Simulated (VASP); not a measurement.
A run of VASP 6.6.1 is set up as follows.

Contents of INCAR:

```
SYSTEM = MgI2
PREC     = Accurate       ! precision mode
ENCUT    = 520            ! plane-wave cutoff, eV
EDIFF    = 1E-8           ! SCF threshold, eV
ISMEAR   = -1             ! smearing method
SIGMA    = 0.03           ! smearing width, eV
LREAL    = .False.        ! projectors in reciprocal space
LASPH    = .True.         ! aspherical terms in the spheres
NELM     = 60             ! most SCF steps
ALGO     = Normal         ! electronic algorithm
ISIF     = 2              ! what is computed and relaxed
LWAVE    = .False.        ! write WAVECAR
LCHARG   = .False.        ! write CHGCAR
GGA      = PS             ! functional
LEFG     = .True.       
NBANDS   = 15             ! bands
```

The input KPOINTS:

```
Automatic mesh
0
Gamma
  7 7 4
  0 0 0
```

The input POSCAR:

```
MgI2
1.0
    4.1537001214      0.0000000000      0.0000000000
   -2.0768500607      3.5972098248      0.0000000000
    0.0000000000      0.0000000000      6.7247600000
Mg I
1 2
Direct
    0.0000000000      0.0000000000      0.0000000000
    0.3333333333      0.6666666667      0.7576300000
    0.6666666667      0.3333333333      0.2423700000
```

Potentials or basis: VASP PAW PBE potentials, release 64 (Mg, I).

Command:

```sh
$ cat potpaw_PBE.64/Mg/POTCAR potpaw_PBE.64/I/POTCAR > POTCAR
$ mpirun -np 1 vasp_std > vasp.out
```

**Question.** What does it give for the largest force?

**Answer.** 0.111 eV/Å.

**Question.** Predict the pressure.

**Answer.** 0.4 GPa.

**Question.** What does it give for the band gap on the k mesh?

**Answer.** 3.36 eV, indirect (least direct gap 3.52 eV).

Forces in eV/Å, atoms in the order of the input:
```
Mg   0.000  0.000  0.000
I    0.000  0.000 -0.111
I    0.000  0.000  0.111
```

Caveat: the cell differs from its parent crystal (zz strain of -2 %); without QUAD_EFG the Cq values of the log hold for a quadrupole moment of 1 mb, not for the nuclei; the PAW data sets were made with another functional, which shifts forces and pressure a little; spin-orbit coupling is left out, which moves the levels of the heavy elements; this functional lacks dispersion, which binds the layers, so the pressure and a relaxed spacing across them are unreliable. A k mesh can miss the band edges.
